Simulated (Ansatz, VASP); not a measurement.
## One calculation of ZrO3, two programs

```
Zr O
1.0
     4.11377    0.00000    0.01195
     0.00000    3.26135    0.00000
    -0.92288    0.00000    7.66218
Zr O
2 6
Direct
  0.28310 0.75000 0.65149
  0.71690 0.25000 0.34851
  0.86382 0.75000 0.19264
  0.13618 0.25000 0.80736
  0.24073 0.25000 0.45716
  0.75927 0.75000 0.54284
  0.49799 0.25000 0.80779
  0.50201 0.75000 0.19221
```

Alike in both runs: task relaxation of cell and atoms; functional PBE; k mesh 6 × 8 × 4; occupations gaussian, width 0.02 eV; no spin polarisation.

|  | VASP | Ansatz |
| --- | --- | --- |
| version | VASP 6.6.1 | Ansatz 0.2.0 |
| potentials or method | VASP PAW PBE potentials, release 64 (Zr_sv, O), cutoff 600 eV | scalar-relativistic, plane waves, PAW |
| valence electrons in the cell | 60 | 60 |

|  | VASP | Ansatz | Ansatz less VASP |
| --- | --- | --- | --- |
| gap on the k mesh at the Fermi level, each at its own relaxed structure (eV) | 3.41 | 3.53 | +0.116 |
| relaxed volume (Å³/atom) | 12.74 | 13.13 | +0.393 |
| relaxed cell length with the largest relative difference (Å) | 7.648 | 7.870 | +0.2219 |
